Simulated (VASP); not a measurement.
# ZnS (P6_3mc) in VASP: notebook

ZnS is run at these levels: PBE; tasks: single point.

Program: VASP 6.6.1. These are calculated values, not measurements. Logs are shortened: lines on timing, memory, paths and dates and some standing lists are left out, and cuts for length are marked.

**1. The cell of the first run**

The structure is hexagonal, space group P6_3mc (No. 186). Conventional cell: a = 3.733 Å, b = 3.733 Å, c = 6.107 Å, α = 90.00°, β = 90.00°, γ = 120.00°. Zn (site symmetry 3m) has 4 S at 2.27 to 2.35 Å within 3.0 Å. S (site symmetry 3m) has 4 Zn at 2.27 to 2.35 Å within 3.0 Å.

**2. Single point, PBE (18.43 Å³/atom)**

Input file INCAR:

```
ALGO = Normal
EDIFF = 1E-6
ENCUT = 520
GGA = PE
ISIF = 2
ISMEAR = -1
LASPH = True
LCHARG = False
LREAL = False
LWAVE = False
NBANDS = 26
NELM = 100
PREC = Accurate
SIGMA = 0.03
```

Input file KPOINTS:

```
k-points
0
Gamma
  8 8 5
```

Input file POSCAR:

```
ZnS
1.0
    3.7332014668      0.0000000000      0.0000000000
   -1.8666007334      3.2330473076      0.0000000000
    0.0000000000      0.0000000000      6.1067398017
Zn S
2 2
Direct
    0.3333333333      0.6666666667      0.0000000000
    0.6666666667      0.3333333333      0.5000000000
    0.3333333333      0.6666666667      0.3850000000
    0.6666666667      0.3333333333      0.8850000000
```

Potentials or basis: VASP PAW PBE potentials, release 64 (Zn, S).

Command:

```console
$ cat potpaw_PBE.64/Zn/POTCAR potpaw_PBE.64/S/POTCAR > POTCAR
$ mpirun -np 1 vasp_std > vasp.out
```

OUTCAR:

```text
EDIFF = 1E-6
   ENCUT = 520
   GGA = PE
   ISIF = 2
   ISMEAR = -1
   LASPH = True
   LREAL = False
   NELM = 100
   PREC = Accurate

 ion  position               nearest neighbor table
   1  0.333  0.667  0.000-   4 2.27   4 2.27   4 2.27   3 2.35
   2  0.667  0.333  0.500-   3 2.27   3 2.27   3 2.27   4 2.35
   3  0.333  0.667  0.385-   2 2.27   2 2.27   2 2.27   1 2.35
   4  0.667  0.333  0.885-   1 2.27   1 2.27   1 2.27   2 2.35

  LATTYP: Found a hexagonal cell.
 ALAT       =     3.7332014668
 C/A-ratio  =     1.6357916539

  Lattice vectors:

 A1 = (   3.7332014668,   0.0000000000,   0.0000000000)
 A2 = (  -1.8666007334,   3.2330473076,   0.0000000000)
 A3 = (   0.0000000000,   0.0000000000,   6.1067398017)

Analysis of symmetry for initial positions (statically):
=====================================================================
 Subroutine PRICEL returns:
 Original cell was already a primitive cell.

 Routine SETGRP: Setting up the symmetry group for a
 hexagonal supercell.

 Subroutine GETGRP returns: Found 12 space group operations
 (whereof  6 operations were pure point group operations)
 out of a pool of 24 trial point group operations.

The static configuration has the point symmetry C_3v.
 The point group associated with its full space group is C_6v.

Analysis of symmetry for dynamics (positions and initial velocities):
=====================================================================
 Subroutine PRICEL returns:
 Original cell was already a primitive cell.

 Routine SETGRP: Setting up the symmetry group for a
 hexagonal supercell.

 Subroutine GETGRP returns: Found 12 space group operations
 (whereof  6 operations were pure point group operations)
 out of a pool of 24 trial point group operations.

The dynamic configuration has the point symmetry C_3v.
 The point group associated with its full space group is C_6v.

 Subroutine INISYM returns: Found 12 space group operations
 (whereof  6 operations are pure point group operations),
 and found     1 'primitive' translations

----------------------------------------------------------------------------------------

                                     Primitive cell

  volume of cell :      73.7060

  direct lattice vectors                    reciprocal lattice vectors
     3.733201467  0.000000000  0.000000000     0.267866604  0.154652856  0.000000000
    -1.866600733  3.233047308  0.000000000     0.000000000  0.309305712  0.000000000
     0.000000000  0.000000000  6.106739802     0.000000000  0.000000000  0.163753497

  length of vectors
     3.733201467  3.733201467  6.106739802     0.309305712  0.309305712  0.163753497

  position of ions in fractional coordinates (direct lattice)
     0.333333333  0.666666667  0.000000000
     0.666666667  0.333333333  0.500000000
     0.333333333  0.666666667  0.385000000
     0.666666667  0.333333333  0.885000000

  ion indices of the primitive-cell ions
   primitive index   ion index
                 1           1
                 2           2
                 3           3
                 4           4

----------------------------------------------------------------------------------------

 KPOINTS: k-points

Automatic generation of k-mesh.
 Grid dimensions read from file:
 generate k-points for:    8    8    5

 Generating k-lattice:

  Cartesian coordinates                     Fractional coordinates (reciprocal lattice)
     0.033483326  0.019331607  0.000000000     0.125000000 -0.000000000  0.000000000
     0.000000000  0.038663214  0.000000000     0.000000000  0.125000000  0.000000000
     0.000000000  0.000000000  0.032750699     0.000000000  0.000000000  0.200000000

  Length of vectors
     0.038663214  0.038663214  0.032750699

  Shift w.r.t. Gamma in fractional coordinates (k-lattice)
     0.000000000  0.000000000  0.000000000

 Subroutine IBZKPT returns following result:
 ===========================================

 Found     30 irreducible k-points:

 Following reciprocal coordinates:
            Coordinates               Weight
  0.000000  0.000000  0.000000      1.000000
  0.125000  0.000000  0.000000      6.000000
  0.250000  0.000000  0.000000      6.000000
  0.375000  0.000000  0.000000      6.000000
  0.500000  0.000000  0.000000      3.000000
  0.125000  0.125000  0.000000      6.000000
[... 16 lines left out ...]
  0.250000  0.000000  0.400000     12.000000
  0.375000  0.000000  0.400000     12.000000
 [... further k-points ...]
   k-points           NKPTS =     30   k-points in BZ     NKDIM =     30   number of bands    NBANDS=     26
   number of dos      NEDOS =    301   number of ions     NIONS =      4
   total plane-waves  NPLWV =  37632
   dimension x,y,z NGX =    28 NGY =   28 NGZ =   48
   dimension x,y,z NGXF=    56 NGYF=   56 NGZF=   96
   ions per type =               2   2
   NGX,Y,Z   is equivalent  to a cutoff of  12.47, 12.47, 13.07 a.u.
   NGXF,Y,Z  is equivalent  to a cutoff of  24.94, 24.94, 26.13 a.u.
 SYSTEM =  unknown system
   PREC   = accura    normal or accurate (medium, high low for compatibility)
   ISTART =      0    job   : 0-new  1-cont  2-samecut
   ICHARG =      2    charge: 1-file 2-atom 10-const
   ISPIN  =      1    spin polarized calculation?
   LNONCOLLINEAR =      F non collinear calculations
   LSORBIT =      F    spin-orbit coupling
   LASPH  =      T    aspherical Exc in radial PAW
   ENCUT  =  520.0 eV  38.22 Ry    6.18 a.u.   6.94  6.94 11.35*2*pi/ulx,y,z
   NELM   =    100;   NELMIN=  2; NELMDL= -5     # of ELM steps
   EDIFF  = 0.1E-05   stopping-criterion for ELM
   LREAL  =      F    real-space projection
   EDIFFG = 0.1E-04   stopping-criterion for IOM
   NSW    =      0    number of steps for IOM
   IBRION =     -1    ionic relax: 0-MD 1-quasi-New 2-CG
   NFREE  =      0    steps in history (QN), initial steepest desc. (CG)
   ISIF   =      2    stress and relaxation
   ISYM   =      2    0-nonsym 1-usesym 2-fastsym
   POTIM  = 0.5000    time-step for ionic-motion
   TEBEG  =    0.0;   TEEND  =   0.0 temperature during run
   PSTRESS=    0.0 pullay stress
   NELECT =      36.0000    total number of electrons
   NUPDOWN=      -1.0000    fix difference up-down
   EMIN   =  10.00;   EMAX   =-10.00  energy-range for DOS
   EFERMI =   0.00;   METHOD = LEGACY
   ISMEAR =    -1;   SIGMA  =   0.03  broadening in eV -4-tet -1-fermi 0-gaus
   EFERMI_NEDOS =   21; number of points for ismear=-14 and -15
   IALGO  =     38    algorithm
   IMIX   =      4    mixing-type and parameters
     AMIX     =   0.40;   BMIX     =  1.00
     AMIX_MAG =   1.60;   BMIX_MAG =  1.00
  volume/ion in A,a.u.               =      18.43       124.35
  Fermi-wavevector in a.u.,A,eV,Ry     =   1.289263  2.436353 22.615575  1.662198
  Thomas-Fermi vector in A             =   2.421166
   LORBIT       =      0    0 simple, 1 ext, 2 COOP (PROOUT), +10 PAW based schemes
   GGA     = PE    functional components
   LHFCALC =     F    Hartree Fock is set to
   AEXX    =    0.0000 exact exchange contribution
   IVDW    =     0    specifies the selected vdW correction
   LEPSILON=     F    determine dielectric tensor
   LRPA    =     F    only Hartree local field effects (RPA)
 non-spin polarized calculation
  energy-cutoff  :      520.00
  volume of cell :       73.71
 maximum number of plane-waves:      1999
 NGX is ok and might be reduce to    28
   NGX = 13   NGY = 13   NGZ = 23

 number of electron      35.9999987 magnetization

 Free energy of the ion-electron system (eV)
  ---------------------------------------------------
  ext. energy  EPLUGINS =         0.00000000
  ---------------------------------------------------
  free energy    TOTEN  =       -13.50126281 eV

  energy without entropy =      -13.50126281  energy(sigma->0) =      -13.50126281

 E-fermi :   3.4213     XC(G=0):  -9.9464

 val. band max:        2.7591085551   @ k =   0.0000   0.0000   0.0000
 cond. band min:       5.3073952465   @ k =   0.0000   0.0000   0.0000
 fundamental gap:      2.5482866914
 Fermi energy:         3.4213366494

 k-point     1 :       0.0000    0.0000    0.0000
  band No.  band energies     occupation
      1     -10.8849      2.00000
      2      -9.8438      2.00000
      3      -3.8768      2.00000
      4      -3.8768      2.00000
      5      -3.8058      2.00000
      6      -3.8058      2.00000
[... 18 lines left out ...]
     25      10.4086      0.00000
     26      12.3940      0.00000

 k-point     2 :       0.1250    0.0000    0.0000
  band No.  band energies     occupation
      1     -10.7669      2.00000
      2      -9.7752      2.00000
      3      -3.8911      2.00000
      4      -3.8482      2.00000
      5      -3.8005      2.00000
      6      -3.7689      2.00000
[... 18 lines left out ...]
     25      10.9307      0.00000
     26      11.5081      0.00000

 k-point     3 :       0.2500    0.0000    0.0000
  band No.  band energies     occupation
      1     -10.4489      2.00000
      2      -9.6140      2.00000
      3      -3.9073      2.00000
      4      -3.7844      2.00000
      5      -3.7814      2.00000
      6      -3.6776      2.00000
[... 18 lines left out ...]
     25      11.3441      0.00000
     26      11.8541      0.00000

 k-point     4 :       0.3750    0.0000    0.0000
  band No.  band energies     occupation
      1     -10.0520      2.00000
      2      -9.4830      2.00000
      3      -3.8831      2.00000
      4      -3.7338      2.00000
      5      -3.7285      2.00000
      6      -3.5734      2.00000
[... 18 lines left out ...]
     25      11.7262      0.00000
     26      13.3723      0.00000
[... 496 lines left out ...]
      1     -10.4608      2.00000
      2     -10.1574      2.00000
      3      -3.8890      2.00000
      4      -3.8575      2.00000
      5      -3.8277      2.00000
      6      -3.8033      2.00000
[... 18 lines left out ...]
     25      10.1677      0.00000
     26      10.6760      0.00000

 k-point    23 :       0.2500    0.0000    0.4000
  band No.  band energies     occupation
      1     -10.1817      2.00000
      2      -9.9246      2.00000
      3      -3.9155      2.00000
      4      -3.8728      2.00000
      5      -3.7515      2.00000
      6      -3.7176      2.00000
[... 18 lines left out ...]
     25      10.8814      0.00000
     26      11.3150      0.00000

 k-point    24 :       0.3750    0.0000    0.4000
  band No.  band energies     occupation
      1      -9.8561      2.00000
      2      -9.6793      2.00000
      3      -3.9059      2.00000
      4      -3.8603      2.00000
      5      -3.6808      2.00000
      6      -3.6308      2.00000
[... 18 lines left out ...]
     25      12.1650      0.00000
     26      12.3159      0.00000

 [... further k-points ...]
[... 5 lines left out ...]
  --------------------------------------------------------------------------------------
  -------------------------------------------------------------------------------------
  Total        4.2135647      4.2135647      2.7921779      0.0000000      0.0000000      0.0000000
  in kB       91.5919594     91.5919594     60.6946990      0.0000000      0.0000000      0.0000000
  external PRESSURE =      81.2928726 kB  Pullay stress =       0.0000000 kB

 VOLUME and BASIS-vectors are now :
 -----------------------------------------------------------------------------
  energy-cutoff  :      520.00
  volume of cell :       73.71
      direct lattice vectors                 reciprocal lattice vectors
     3.733201467  0.000000000  0.000000000     0.267866604  0.154652856  0.000000000
    -1.866600733  3.233047308  0.000000000     0.000000000  0.309305712  0.000000000
     0.000000000  0.000000000  6.106739802     0.000000000  0.000000000  0.163753497

 POSITION                                       TOTAL-FORCE (eV/Angst)
 -----------------------------------------------------------------------------------
     -0.00000      2.15536      0.00000        -0.000000     -0.000000      0.403176
      1.86660      1.07768      3.05337         0.000000      0.000000      0.403176
     -0.00000      2.15536      2.35109         0.000000      0.000000     -0.403176
      1.86660      1.07768      5.40446         0.000000     -0.000000     -0.403176
 -----------------------------------------------------------------------------------
    total drift:                               -0.000001     -0.000001      0.000593

  FREE ENERGIE OF THE ION-ELECTRON SYSTEM (eV)
  ---------------------------------------------------
  free  energy   TOTEN  =       -13.5012628082 eV

  energy  without entropy=      -13.5012628082  energy(sigma->0) =      -13.50126281
```

Run time: 88 s. Hardware: 1 thread of Intel Xeon 8259CL, shared host; peak memory 0.21 GiB.

What came out:

- Free energy: -13.5013 eV
- Pressure: 8.1 GPa
- Largest force: 0.403 eV/Å
- Band gap on the k mesh: 2.55 eV

Forces in eV/Å, atoms in the order of the input:
```
Zn   0.000  0.000  0.403
Zn   0.000  0.000  0.403
S    0.000  0.000 -0.403
S    0.000  0.000 -0.403
```

Levels at points of the mesh, in eV from the valence-band top:
| k point | band 14 | band 15 | band 16 | band 17 | band 18 | band 19 | band 20 | band 21 | band 22 | band 23 |
| --- | --- | --- | --- | --- | --- | --- | --- | --- | --- | --- |
| (0.00, 0.00, 0.00) | -0.94 | -0.94 | -0.01 | 0.00 | 0.00 | 2.55 | 3.11 | 6.25 | 6.25 | 6.58 |
| (0.50, 0.00, 0.00) | -4.46 | -3.45 | -2.47 | -1.74 | -1.07 | 3.56 | 4.43 | 5.13 | 7.10 | 7.67 |

Caveat: the cell stands under pressure.

**3. Single point, PBE (19.80 Å³/atom)**

This run uses another cell than the first one, of 19.80 Å³/atom.

Input file INCAR:

```
PREC     = Accurate       # precision mode
ENCUT    = 520            # plane-wave cutoff, eV
EDIFF    = 1E-6           # SCF threshold, eV
ISMEAR   = -1             # smearing method
SIGMA    = 0.03           # smearing width, eV
LREAL    = F              # projectors in reciprocal space
LASPH    = T              # aspherical terms in the spheres
NELM     = 60             # most SCF steps
ALGO     = Normal         # electronic algorithm
ISIF     = 2              # what is computed and relaxed
LWAVE    = F              # write WAVECAR
LCHARG   = F              # write CHGCAR
GGA      = PE             # functional
NBANDS   = 26             # bands
```

Input file KPOINTS:

```
Automatic mesh
0
Gamma
  8 8 5
```

Input file POSCAR:

```
ZnS
1.0
    3.8236600001      0.0000000000      0.0000000000
   -1.9118300001      3.3113866955      0.0000000000
    0.0000000000      0.0000000000      6.2547111156
Zn S
2 2
Direct
    0.3333333333      0.6666666667      0.0000000000
    0.6666666667      0.3333333333      0.5000000000
    0.3333333333      0.6666666667      0.3850000000
    0.6666666667      0.3333333333      0.8850000000
```

Potentials or basis: VASP PAW PBE potentials, release 64 (Zn, S).

Command:

```console
$ cat potpaw_PBE.64/Zn/POTCAR potpaw_PBE.64/S/POTCAR > POTCAR
$ mpirun -np 1 vasp_std > vasp.out
```

Run time: 71 s. Hardware: 1 thread of Intel Xeon 8259CL, shared host; peak memory 0.21 GiB.

It converged, with:

```
Free energy            : -13.6643 eV
Pressure               : 1.7 GPa
Largest force          : 0.311 eV/Å
Band gap on the k mesh : 2.21 eV
```

Forces on the atoms (eV/Å):
```
Zn   0.000  0.000  0.311
Zn   0.000  0.000  0.311
S    0.000  0.000 -0.311
S    0.000  0.000 -0.311
```

Stress tensor (GPa, compression positive):
```
2.36 0.00 0.00
0.00 2.36 0.00
0.00 0.00 0.44
```

Levels at points of the mesh, in eV from the valence-band top:
| k point | band 16 | band 17 | band 18 | band 19 | band 20 | band 21 |
| --- | --- | --- | --- | --- | --- | --- |
| (0.00, 0.00, 0.00) | -0.01 | -0.01 | 0.00 | 2.21 | 2.98 | 6.31 |
| (0.50, 0.00, 0.00) | -2.22 | -1.53 | -0.97 | 3.62 | 4.24 | 5.19 |
